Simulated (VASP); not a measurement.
Wanted: the native input for a VASP 6.6.1 run.

- Task: single point
- Functional: r2SCAN
- Potentials or basis: VASP PAW PBE potentials, release 64 (Nb_sv)
- Cutoff: 520 eV
- k mesh: 9 × 9 × 9
- Occupations: fermi-dirac, width 0.1 eV
- Spin: non-collinear spin, zero start, spin-orbit coupling
- Starting moments: [[0.0, 0.0, 0.0], [0.0, 0.0, 0.0]] μB
- Dipole correction: no
- Further INCAR settings: ALGO = Normal; EDIFF = 1e-06; NBANDS = 38

Nb:

```
Nb
1.0
     0.00000    2.93036    2.93036
     2.93036    0.00000    2.93036
     2.93036    2.93036    0.00000
Nb
2
Direct
  0.12500 0.12500 0.12500
  0.87500 0.87500 0.87500
```

These files were run (other wordings do the same):

POSCAR

```
Nb
1.0
    0.0000000000      2.9303567946      2.9303567946
    2.9303567946      0.0000000000      2.9303567946
    2.9303567946      2.9303567946      0.0000000000
Nb
2
Direct
    0.1250000000      0.1250000000      0.1250000000
    0.8750000000      0.8750000000      0.8750000000
```

INCAR.step1

```
PREC     = Accurate       # precision mode
ENCUT    = 520            # plane-wave cutoff, eV
ISMEAR   = -1             # smearing method
SIGMA    = 0.1            # smearing width, eV
LREAL    = F              # projectors in reciprocal space
LASPH    = T              # aspherical terms in the spheres
NELM     = 150            # most SCF steps
MAGMOM   = 0 0 0 0 0 0    # initial moments
LSORBIT  = T              # spin-orbit coupling
GGA_COMPAT= F            
LMAXMIX  = 4              # l up to which the mixer works
NBANDS   = 38             # bands
GGA      = PE             # functional
ALGO     = Normal         # electronic algorithm
EDIFF    = 1E-4           # SCF threshold, eV
LWAVE    = T              # write WAVECAR
LCHARG   = F              # write CHGCAR
```

INCAR.step2

```
PREC     = Accurate       # precision mode
ENCUT    = 520            # plane-wave cutoff, eV
EDIFF    = 1E-6           # SCF threshold, eV
ISMEAR   = -1             # smearing method
SIGMA    = 0.1            # smearing width, eV
LREAL    = F              # projectors in reciprocal space
LASPH    = T              # aspherical terms in the spheres
NELM     = 150            # most SCF steps
ALGO     = Normal         # electronic algorithm
ISIF     = 2              # what is computed and relaxed
LWAVE    = F              # write WAVECAR
LCHARG   = F              # write CHGCAR
MAGMOM   = 0 0 0 0 0 0    # initial moments
LORBIT   = 11             # projections on sites
LSORBIT  = T              # spin-orbit coupling
GGA_COMPAT= F            
LORBMOM  = T            
LMAXMIX  = 4              # l up to which the mixer works
METAGGA  = R2SCAN         # meta-GGA
LMIXTAU  = T            
NBANDS   = 38             # bands
ISTART   = 1
```

KPOINTS

```
Automatic mesh
0
Gamma
  9 9 9
```

Potentials or basis: VASP PAW PBE potentials, release 64 (Nb_sv).

Command:

```sh
$ cat potpaw_PBE.64/Nb_sv/POTCAR > POTCAR
$ cp INCAR.step1 INCAR
$ mpirun -np 1 vasp_ncl > vasp.out
$ cp INCAR.step2 INCAR
$ mpirun -np 1 vasp_ncl > vasp.out
```

It gave:

```
Pressure                                              : 0.1 GPa
Net moment                                            : 0.00 μB per cell
Valence electrons inside the program's atomic spheres : Nb 11.00
```

Caveat: the PAW data sets were made with another functional, which shifts forces and pressure a little.

Run time: 8.8 min on 1 thread of AMD EPYC 9R45 96-Core Processor (Zen 5) (shared host), peak memory 0.37 GiB.
